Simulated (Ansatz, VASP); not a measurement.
# Two plane-wave programs on Sn2Pb

```
Sn Pb
1.0
     3.17662    1.83402    5.18596
    -3.17662    1.83402    5.18596
     0.00000   -3.66804    5.18596
Sn Pb
4 2
Direct
  0.00000 0.00000 0.50000
  0.50000 0.00000 0.00000
  0.00000 0.50000 0.00000
  0.00000 0.00000 0.00000
  0.37495 0.37495 0.37495
  0.62505 0.62505 0.62505
```

Alike in both runs: functional PBE; k mesh 3 × 3 × 3; occupations gaussian, width 0.2 eV; no spin polarisation.

Ansatz relaxed the structure, and its values are those at the end. VASP's run is a single point on that final structure, the one shown.

|  | VASP | Ansatz |
| --- | --- | --- |
| version | VASP 6.6.1 | Ansatz 0.2.0 |
| potentials or method | VASP PAW PBE potentials, release 64 (Sn_d, Pb_d), cutoff 520 eV | scalar-relativistic, plane waves, PAW |
| valence electrons in the cell | 84 | 84 |

VASP gave:

* gap on the k mesh at the Fermi level (eV): none
* pressure (GPa): -0.1

Task: What did Ansatz give for the same quantities?

Result: gap on the k mesh at the Fermi level (eV): none; pressure (GPa): 0.0.

A gap of «none» marks a metal or a gap that the smearing closes. With one functional, cell and mesh, what is left measures potentials, basis and numerics.

The k mesh is coarse, so the values compare programs but aren't converged. Spin-orbit coupling is off throughout.
